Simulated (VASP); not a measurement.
# Ti (Fm-3m) in VASP: a series of runs

Ti is run at these levels: PBEsol; tasks: single point, relaxation of volume and atoms at fixed shape.

Everything below comes from runs of VASP 6.6.1. Logs are shortened: lines on timing, memory, paths and dates and some standing lists are left out, and cuts for length are marked.

**1. The cell of the first run**

The structure is cubic, space group Fm-3m (No. 225). The conventional cell has a = 4.055 Å, b = 4.055 Å, c = 4.055 Å, α = 90.00°, β = 90.00°, γ = 90.00°. Within 3.8 Å of Ti (site symmetry m-3m) lie 12 Ti at 2.87 Å.

This isn't the form of Ti at room conditions, which is hcp.

**2. Single point, PBEsol**

The input, INCAR:

```
SYSTEM = Ti
  PREC = Accurate
  ENCUT = 500
  EDIFF = 1E-6
  ISMEAR = 1
  SIGMA = 0.1
  LREAL = .False.
  LASPH = .True.
  NELM = 120
  ALGO = Normal
  ISIF = 2
  LWAVE = .False.
  LCHARG = .False.
  GGA = PS
  NBANDS = 32
  GGA_COMPAT = .False.
```

The input, KPOINTS:

```
regular mesh
0
Gamma
  6 6 6
  0 0 0
```

The input, POSCAR:

```
Ti
1.0
    4.0549399125      0.0000000000      0.0000000000
    0.0000000000      4.0549399125      0.0000000000
    0.0000000000      0.0000000000      4.0549399125
Ti
4
Direct
    0.0000000000      0.0000000000      0.0000000000
    0.0000000000      0.5000000000      0.5000000000
    0.5000000000      0.0000000000      0.5000000000
    0.5000000000      0.5000000000      0.0000000000
```

Potentials or basis: VASP PAW PBE potentials, release 64 (Ti_sv).

Run with:

```
$ cat potpaw_PBE.64/Ti_sv/POTCAR > POTCAR
$ mpirun -np 1 vasp_std > vasp.out
```

OUTCAR:

```text
SYSTEM = Ti
   PREC = Accurate
   ENCUT = 500
   EDIFF = 1E-6
   ISMEAR = 1
   LREAL = .False.
   LASPH = .True.
   NELM = 120
   ISIF = 2
   GGA = PS

 ion  position               nearest neighbor table
   1  0.000  0.000  0.000-   2 2.87   3 2.87   4 2.87   2 2.87   3 2.87   2 2.87   4 2.87   2 2.87
                             3 2.87   4 2.87   3 2.87   4 2.87
   2  0.000  0.500  0.500-   1 2.87   3 2.87   4 2.87   1 2.87   4 2.87   1 2.87   3 2.87   1 2.87
                             3 2.87   4 2.87   4 2.87   3 2.87
   3  0.500  0.000  0.500-   1 2.87   2 2.87   4 2.87   1 2.87   4 2.87   2 2.87   4 2.87   4 2.87
                             1 2.87   2 2.87   1 2.87   2 2.87
   4  0.500  0.500  0.000-   1 2.87   2 2.87   3 2.87   2 2.87   3 2.87   1 2.87   3 2.87   3 2.87
                             1 2.87   2 2.87   2 2.87   1 2.87

  LATTYP: Found a simple cubic cell.
 ALAT       =     4.0549399125

  Lattice vectors:

 A1 = (   4.0549399125,   0.0000000000,   0.0000000000)
 A2 = (   0.0000000000,   4.0549399125,   0.0000000000)
 A3 = (   0.0000000000,   0.0000000000,   4.0549399125)

Analysis of symmetry for initial positions (statically):
=====================================================================
 Subroutine PRICEL returns following result:

  LATTYP: Found a face centered cubic cell.
 ALAT       =     4.0549399125

  Lattice vectors:

 A1 = (   2.0274699563,  -2.0274699563,   0.0000000000)
 A2 = (   2.0274699563,   0.0000000000,   2.0274699563)
 A3 = (   0.0000000000,  -2.0274699563,   2.0274699563)

   4 primitive cells build up your supercell.

 Routine SETGRP: Setting up the symmetry group for a
 simple cubic supercell.

 Subroutine GETGRP returns: Found 48 space group operations
 (whereof 48 operations were pure point group operations)
 out of a pool of 48 trial point group operations.

The static configuration has the point symmetry O_h .

Analysis of symmetry for dynamics (positions and initial velocities):
=====================================================================
 Subroutine PRICEL returns following result:

  LATTYP: Found a face centered cubic cell.
 ALAT       =     4.0549399125

  Lattice vectors:

 A1 = (   2.0274699563,  -2.0274699563,   0.0000000000)
 A2 = (   2.0274699563,   0.0000000000,   2.0274699563)
 A3 = (   0.0000000000,  -2.0274699563,   2.0274699563)

   4 primitive cells build up your supercell.

 Routine SETGRP: Setting up the symmetry group for a
 simple cubic supercell.

 Subroutine GETGRP returns: Found 48 space group operations
[... 96 lines left out ...]
   EDIFF  = 0.1E-05   stopping-criterion for ELM
   LREAL  =      F    real-space projection
   EDIFFG = 0.1E-04   stopping-criterion for IOM
   NSW    =      0    number of steps for IOM
   IBRION =     -1    ionic relax: 0-MD 1-quasi-New 2-CG
   NFREE  =      0    steps in history (QN), initial steepest desc. (CG)
   ISIF   =      2    stress and relaxation
   ISYM   =      2    0-nonsym 1-usesym 2-fastsym
   POTIM  = 0.5000    time-step for ionic-motion
   TEBEG  =    0.0;   TEEND  =   0.0 temperature during run
   PSTRESS=    0.0 pullay stress
   NELECT =      48.0000    total number of electrons
   NUPDOWN=      -1.0000    fix difference up-down
   EMIN   =  10.00;   EMAX   =-10.00  energy-range for DOS
   EFERMI =   0.00;   METHOD = LEGACY
   ISMEAR =     1;   SIGMA  =   0.10  broadening in eV -4-tet -1-fermi 0-gaus
   EFERMI_NEDOS =   21; number of points for ismear=-14 and -15
   IALGO  =     38    algorithm
   IMIX   =      4    mixing-type and parameters
     AMIX     =   0.40;   BMIX     =  1.00
     AMIX_MAG =   1.60;   BMIX_MAG =  1.00
  volume/ion in A,a.u.               =      16.67       112.48
  Fermi-wavevector in a.u.,A,eV,Ry     =   1.467250  2.772701 29.290934  2.152823
  Thomas-Fermi vector in A             =   2.582890
   LORBIT       =      0    0 simple, 1 ext, 2 COOP (PROOUT), +10 PAW based schemes
   GGA     = PS    functional components
   LHFCALC =     F    Hartree Fock is set to
   AEXX    =    0.0000 exact exchange contribution
   IVDW    =     0    specifies the selected vdW correction
   LEPSILON=     F    determine dielectric tensor
   LRPA    =     F    only Hartree local field effects (RPA)
 non-spin polarized calculation
 Methfessel and Paxton  Order N= 1 SIGMA  =   0.10
  energy-cutoff  :      500.00
  volume of cell :       66.67
 maximum number of plane-waves:      1743
 NGX is ok and might be reduce to    30
   NGX = 15   NGY = 15   NGZ = 15

 number of electron      48.0000007 magnetization

 Free energy of the ion-electron system (eV)
  ---------------------------------------------------
  ext. energy  EPLUGINS =         0.00000000
  ---------------------------------------------------
  free energy    TOTEN  =       -33.13975857 eV

  energy without entropy =      -33.13389652  energy(sigma->0) =      -33.13780455

 E-fermi :   8.5558     XC(G=0): -11.8344

 val. band max:        8.5550631775   @ k =   0.3333   0.3333   0.0000
 cond. band min:       8.5804494420   @ k =   0.3333   0.1667   0.0000
 fundamental gap:      0.0253862645
 Fermi energy:         8.5557861891

 k-point     1 :       0.0000    0.0000    0.0000
  band No.  band energies     occupation
      1     -47.8758      2.00000
      2     -47.6809      2.00000
      3     -47.6809      2.00000
      4     -47.6809      2.00000
      5     -24.4994      2.00000
      6     -24.4994      2.00000
[... 689 lines left out ...]
     31       9.3024     -0.00000
     32       9.3024     -0.00000

------------------------ aborting loop because EDIFF is reached ----------------------------------------

  FORCE on cell =-STRESS in cart. coord.  units (eV):
  Direction    XX          YY          ZZ          XY          YZ          ZX
  --------------------------------------------------------------------------------------
  -------------------------------------------------------------------------------------
  Total       -0.1479597     -0.1479597     -0.1479597     -0.0000000     -0.0000000      0.0000000
  in kB       -3.5555001     -3.5555001     -3.5555001     -0.0000000     -0.0000000      0.0000000
  external PRESSURE =      -3.5555001 kB  Pullay stress =       0.0000000 kB

 VOLUME and BASIS-vectors are now :
 -----------------------------------------------------------------------------
  energy-cutoff  :      500.00
  volume of cell :       66.67
      direct lattice vectors                 reciprocal lattice vectors
     4.054939913  0.000000000  0.000000000     0.246612779  0.000000000  0.000000000
     0.000000000  4.054939913  0.000000000     0.000000000  0.246612779  0.000000000
     0.000000000  0.000000000  4.054939913     0.000000000  0.000000000  0.246612779

 POSITION                                       TOTAL-FORCE (eV/Angst)
 -----------------------------------------------------------------------------------
      0.00000      0.00000      0.00000        -0.000000     -0.000000      0.000000
      0.00000      2.02747      2.02747         0.000000     -0.000000      0.000000
      2.02747      0.00000      2.02747        -0.000000     -0.000000     -0.000000
      2.02747      2.02747      0.00000         0.000000      0.000000      0.000000
 -----------------------------------------------------------------------------------
    total drift:                                0.000000      0.000000     -0.000000

  FREE ENERGIE OF THE ION-ELECTRON SYSTEM (eV)
  ---------------------------------------------------
  free  energy   TOTEN  =       -33.1397585650 eV

  energy  without entropy=      -33.1338965191  energy(sigma->0) =      -33.13780455
```

OSZICAR:

```text
N       E                     dE             d eps       ncg     rms          rms(c)
DAV:   1     0.613710285670E+03    0.61371E+03   -0.23759E+04  1280   0.184E+03
DAV:   2     0.377469901960E+02   -0.57596E+03   -0.56116E+03  1288   0.553E+02
DAV:   3    -0.312540354553E+02   -0.69001E+02   -0.65497E+02  2160   0.164E+02
DAV:   4    -0.372430182385E+02   -0.59890E+01   -0.59395E+01  1872   0.457E+01
DAV:   5    -0.375148966630E+02   -0.27188E+00   -0.27168E+00  2008   0.838E+00    0.181E+01
DAV:   6    -0.331262380232E+02    0.43887E+01   -0.14607E+01  1576   0.333E+01    0.449E+00
DAV:   7    -0.330939490502E+02    0.32289E-01   -0.19012E+00  1744   0.823E+00    0.291E+00
DAV:   8    -0.331640652071E+02   -0.70116E-01   -0.57529E-01  1528   0.699E+00    0.119E+00
DAV:   9    -0.331390558878E+02    0.25009E-01   -0.14834E-01  1552   0.311E+00    0.104E-01
DAV:  10    -0.331395414859E+02   -0.48560E-03   -0.87059E-03  1856   0.466E-01    0.182E-01
DAV:  11    -0.331397918237E+02   -0.25034E-03   -0.99193E-04  1512   0.190E-01    0.631E-02
DAV:  12    -0.331397550258E+02    0.36798E-04   -0.33829E-04  1648   0.121E-01    0.135E-02
DAV:  13    -0.331397580115E+02   -0.29857E-05   -0.17185E-05  1456   0.233E-02    0.904E-03
DAV:  14    -0.331397585650E+02   -0.55350E-06   -0.16361E-06  1072   0.755E-03
   1 F= -.33139759E+02 E0= -.33137805E+02  d E =-.586205E-02
```

It took 40 s on 1 thread of Intel Xeon Platinum 8259CL at 2.50GHz (Skylake/Cascade Lake), shared host; peak memory 0.18 GiB.

Results:

```
Free energy            : -33.1398 eV
Pressure               : -0.4 GPa
Band gap on the k mesh : zero (bands 24 and 25 overlap by 1.29 eV)
```

Caveat: the PAW data sets were made with another functional, which shifts forces and pressure a little.

**3. Relaxation of volume and atoms at fixed shape, PBEsol**

This run uses another cell than the first one, of 17.61 Å³/atom.

The input, INCAR:

```
PREC = Accurate
ENCUT = 500
EDIFF = 1E-7
ISMEAR = 1
SIGMA = 0.1
LREAL = F
LASPH = T
NELM = 120
ALGO = Normal
ISIF = 8
LWAVE = F
LCHARG = F
GGA = PS
IBRION = 2
NSW = 50
EDIFFG = -0.01
GGA_COMPAT = F
NELMIN = 4
```

The input, KPOINTS:

```
Automatic mesh
0
Gamma
  6 6 6
```

The input, POSCAR:

```
Ti
1.0
    4.1300000000      0.0000000000      0.0000000000
    0.0000000000      4.1300000000      0.0000000000
    0.0000000000      0.0000000000      4.1300000000
Ti
4
Direct
    0.0000000000      0.0000000000      0.0000000000
    0.0000000000      0.5000000000      0.5000000000
    0.5000000000      0.0000000000      0.5000000000
    0.5000000000      0.5000000000      0.0000000000
```

Potentials or basis: VASP PAW PBE potentials, release 64 (Ti_sv).

Run with:

```
$ cat potpaw_PBE.64/Ti_sv/POTCAR > POTCAR
$ mpirun -np 1 vasp_std > vasp.out
```

It took 1.8 min on 1 thread of Intel Xeon Platinum 8259CL at 2.50GHz (Skylake/Cascade Lake), shared host; peak memory 0.18 GiB.

It converged, with:

```
Free energy                           : -33.1419 eV
Relaxed volume                        : 16.63 Å³/atom
Relaxed cell                          : a = 4.052 Å, b = 4.052 Å, c = 4.052 Å, α = 90.00°, β = 90.00°, γ = 90.00°
Space group after relaxing (to 0.1 Å) : Fm-3m (No. 225)
Energy gained by relaxing             : 19.0 meV/atom
Ionic steps                           : 3
Pressure after relaxing               : 0.0 GPa
```

Step by step:
```
step  energy change (eV)  largest force (eV/Å)  pressure (GPa)  volume (Å³)
   1              0.0000                0.0000           -5.97        70.44
   2             -0.0411                0.0000            4.54        63.97
   3             -0.0761                0.0000           -0.02        66.51
```

Final structure:
```
Ti
1.0
     4.05155    0.00000    0.00000
     0.00000    4.05155    0.00000
     0.00000    0.00000    4.05155
Ti
4
Cartesian
  0.0000 0.0000 0.0000
  0.0000 2.0258 2.0258
  2.0258 0.0000 2.0258
  2.0258 2.0258 0.0000
```

Levels at points of the mesh, in eV from the Fermi level:
```tsv
k point	band 20	band 21	band 22	band 23	band 24	band 25	band 26	band 27	band 28
(0.00, 0.00, 0.00)	-2.76	-1.86	-1.86	-1.86	0.88	0.88	0.88	2.61	2.61
(0.50, 0.00, 0.00)	-1.65	-0.66	-0.66	-0.41	-0.41	-0.41	-0.41	1.19	1.19
(0.50, 0.50, 0.00)	-2.14	-0.37	-0.37	-0.37	-0.37	-0.07	-0.07	-0.07	-0.07
(0.50, 0.50, 0.50)	-2.72	0.74	0.74	0.74	0.74	0.75	0.75	0.75	0.75
```

Caveat: the highest band is partly filled, so the run has too few bands; the PAW data sets were made with another functional, which shifts forces and pressure a little.
